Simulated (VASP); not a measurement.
# Ti in VASP: single point with PBE

Aim: the single point of Ti with PBE.

Program: VASP 6.6.1. These are calculated values, not measurements. Logs are shortened: lines on timing, memory, paths and dates and some standing lists are left out, and cuts for length are marked.

**1. The cell of the first run**

The cell holds a cluster in a box, 1 atom: a = 10.000 Å, b = 10.000 Å, c = 10.000 Å, α = 90.00°, β = 90.00°, γ = 90.00°.

**2. Single point, PBE, collinear spin, ferromagnetic start**

Contents of INCAR:

```
SYSTEM = Ti
  ALGO = Normal
  EDIFF = 1E-6
  ENCUT = 520
  GGA = PE
  ISIF = 2
  ISMEAR = -1
  ISPIN = 2
  LASPH = .True.
  LCHARG = .True.
  LELF = .True.
  LMAXMIX = 4
  LORBIT = 11
  LREAL = .False.
  LVHAR = .True.
  LWAVE = .False.
  MAGMOM = 2
  NBANDS = 16
  NELM = 150
  PREC = Accurate
  SIGMA = 0.05
```

Contents of KPOINTS:

```
k-points
0
Gamma
  1 1 1
  0 0 0
```

Contents of POSCAR:

```
Ti
1.0
   10.0000000000      0.0000000000      0.0000000000
    0.0000000000     10.0000000000      0.0000000000
    0.0000000000      0.0000000000     10.0000000000
Ti
1
Direct
    0.0000000000      0.0000000000      0.0000000000
```

Potentials or basis: VASP PAW PBE potentials, release 64 (Ti_sv).

Launch:

```console
> cat potpaw_PBE.64/Ti_sv/POTCAR > POTCAR
> mpirun -np 1 vasp_gam > vasp.out
```

OUTCAR:

```text
SYSTEM = Ti
   EDIFF = 1E-6
   ENCUT = 520
   GGA = PE
   ISIF = 2
   ISMEAR = -1
   ISPIN = 2
   LASPH = .True.
   LORBIT = 11
   LREAL = .False.
   NELM = 150
   PREC = Accurate

 ion  position               nearest neighbor table
   1  0.000  0.000  0.000-

  LATTYP: Found a simple cubic cell.
 ALAT       =    10.0000000000

  Lattice vectors:

 A1 = (  10.0000000000,   0.0000000000,   0.0000000000)
 A2 = (   0.0000000000,  10.0000000000,   0.0000000000)
 A3 = (   0.0000000000,   0.0000000000,  10.0000000000)

Analysis of symmetry for initial positions (statically):
=====================================================================
 Subroutine PRICEL returns:
 Original cell was already a primitive cell.

 Routine SETGRP: Setting up the symmetry group for a
 simple cubic supercell.

 Subroutine GETGRP returns: Found 48 space group operations
 (whereof 48 operations were pure point group operations)
 out of a pool of 48 trial point group operations.

The static configuration has the point symmetry O_h .

Analysis of symmetry for dynamics (positions and initial velocities):
=====================================================================
 Subroutine PRICEL returns:
 Original cell was already a primitive cell.

 Routine SETGRP: Setting up the symmetry group for a
 simple cubic supercell.

 Subroutine GETGRP returns: Found 48 space group operations
 (whereof 48 operations were pure point group operations)
 out of a pool of 48 trial point group operations.

The dynamic configuration has the point symmetry O_h .

Analysis of structural, dynamic, and magnetic symmetry:
=====================================================================
 Subroutine PRICEL returns:
 Original cell was already a primitive cell.

 Routine SETGRP: Setting up the symmetry group for a
 simple cubic supercell.

 Subroutine GETGRP returns: Found 48 space group operations
 (whereof 48 operations were pure point group operations)
 out of a pool of 48 trial point group operations.

The overall configuration has the point symmetry O_h .

 Subroutine INISYM returns: Found 48 space group operations
 (whereof 48 operations are pure point group operations),
 and found     1 'primitive' translations

[... 75 lines left out ...]
   ISYM   =      2    0-nonsym 1-usesym 2-fastsym
   POTIM  = 0.5000    time-step for ionic-motion
   TEBEG  =    0.0;   TEEND  =   0.0 temperature during run
   PSTRESS=    0.0 pullay stress
   NELECT =      12.0000    total number of electrons
   NUPDOWN=      -1.0000    fix difference up-down
   EMIN   =  10.00;   EMAX   =-10.00  energy-range for DOS
   EFERMI =   0.00;   METHOD = LEGACY
   ISMEAR =    -1;   SIGMA  =   0.05  broadening in eV -4-tet -1-fermi 0-gaus
   EFERMI_NEDOS =   21; number of points for ismear=-14 and -15
   IALGO  =     38    algorithm
   IMIX   =      4    mixing-type and parameters
     AMIX     =   0.40;   BMIX     =  1.00
     AMIX_MAG =   1.60;   BMIX_MAG =  1.00
  volume/ion in A,a.u.               =    1000.00      6748.33
  Fermi-wavevector in a.u.,A,eV,Ry     =   0.374802  0.708273  1.911299  0.140477
  Thomas-Fermi vector in A             =   1.305434
   LORBIT       =     11    0 simple, 1 ext, 2 COOP (PROOUT), +10 PAW based schemes
   GGA     = PE    functional components
   LHFCALC =     F    Hartree Fock is set to
   AEXX    =    0.0000 exact exchange contribution
   IVDW    =     0    specifies the selected vdW correction
   LEPSILON=     F    determine dielectric tensor
   LRPA    =     F    only Hartree local field effects (RPA)
 spin polarized calculation
  energy-cutoff  :      520.00
  volume of cell :     1000.00
 maximum number of plane-waves:     13481
 NGX is ok and might be reduce to    80
   NGX = 37   NGY = 37   NGZ = 37

 number of electron      11.9999994 magnetization       3.2810911

 Free energy of the ion-electron system (eV)
  ---------------------------------------------------
  ext. energy  EPLUGINS =         0.00000000
  ---------------------------------------------------
  free energy    TOTEN  =        -2.29947954 eV

  energy without entropy =       -2.09392481  energy(sigma->0) =       -2.19670218

 E-fermi :  -2.8934     XC(G=0):  -1.2470

 val. band max:       -2.8986366154   @ k =   0.0000   0.0000   0.0000
 cond. band min:      -2.8645654782   @ k =   0.0000   0.0000   0.0000
 fundamental gap:      0.0340711373
 Fermi energy:        -2.8933942580

 spin component 1

 k-point     1 :       0.0000    0.0000    0.0000
  band No.  band energies     occupation
      1     -60.6006      1.00000
      2     -36.9430      1.00000
      3     -36.9430      1.00000
      4     -36.9430      1.00000
      5      -4.0938      1.00000
      6      -2.8993      0.52930
[... 8 lines left out ...]
     15       0.6908      0.00000
     16       0.6908      0.00000
 Fermi energy:        -2.8933942580

 spin component 2

 k-point     1 :       0.0000    0.0000    0.0000
  band No.  band energies     occupation
      1     -58.5139      1.00000
      2     -34.8516      1.00000
      3     -34.8516      1.00000
      4     -34.8516      1.00000
      5      -2.8646      0.35972
      6      -1.0041      0.00000
[... 8 lines left out ...]
     15       0.9479      0.00000
     16       0.9479      0.00000

------------------------ aborting loop because EDIFF is reached ----------------------------------------

  FORCE on cell =-STRESS in cart. coord.  units (eV):
  Direction    XX          YY          ZZ          XY          YZ          ZX
  --------------------------------------------------------------------------------------
  -------------------------------------------------------------------------------------
  Total       -0.0735105     -0.0735105     -0.0735105     -0.0000000     -0.0000000      0.0000000
  in kB       -0.1177769     -0.1177769     -0.1177769     -0.0000000     -0.0000000      0.0000000
  external PRESSURE =      -0.1177769 kB  Pullay stress =       0.0000000 kB

 VOLUME and BASIS-vectors are now :
 -----------------------------------------------------------------------------
  energy-cutoff  :      520.00
  volume of cell :     1000.00
      direct lattice vectors                 reciprocal lattice vectors
    10.000000000  0.000000000  0.000000000     0.100000000  0.000000000  0.000000000
     0.000000000 10.000000000  0.000000000     0.000000000  0.100000000  0.000000000
     0.000000000  0.000000000 10.000000000     0.000000000  0.000000000  0.100000000

 POSITION                                       TOTAL-FORCE (eV/Angst)
 -----------------------------------------------------------------------------------
      0.00000      0.00000      0.00000         0.000000      0.000000      0.000000
 -----------------------------------------------------------------------------------
    total drift:                                0.000000      0.000000     -0.000000

  FREE ENERGIE OF THE ION-ELECTRON SYSTEM (eV)
  ---------------------------------------------------
  free  energy   TOTEN  =        -2.2994795425 eV

  energy  without entropy=       -2.0939248123  energy(sigma->0) =       -2.19670218

 total charge

# of ion       s       p       d       tot
------------------------------------------
    1        2.221   5.914   2.050  10.185

 magnetization (x)

# of ion       s       p       d       tot
------------------------------------------
    1        0.125   0.002   2.050   2.177
```

It took 5.9 min on 1 thread of Intel Xeon 8259CL, shared host; peak memory 1.2 GiB.

Results:

| Quantity | Value |
| --- | --- |
| Free energy | -2.2995 eV |
| Gap between the frontier levels | 0.03 eV |
| Net moment | 3.28 μB per cell |
| Site moments | Ti +2.18 μB |
| Valence electrons inside the program's atomic spheres | Ti 10.19 |

Levels at points of the mesh, in eV from the valence-band top:
Spin up:
| k point | band 8 | band 9 | band 10 | band 11 | band 12 | band 13 |
| --- | --- | --- | --- | --- | --- | --- |
| (0.00, 0.00, 0.00) | 0.00 | 0.00 | 0.00 | 1.79 | 1.79 | 1.79 |
Spin down:
```csv
k point,band 1,band 2,band 3,band 4,band 5,band 6,band 7,band 8,band 9
"(0.00, 0.00, 0.00)",-55.62,-31.95,-31.95,-31.95,0.03,1.89,1.89,1.91,1.91
```
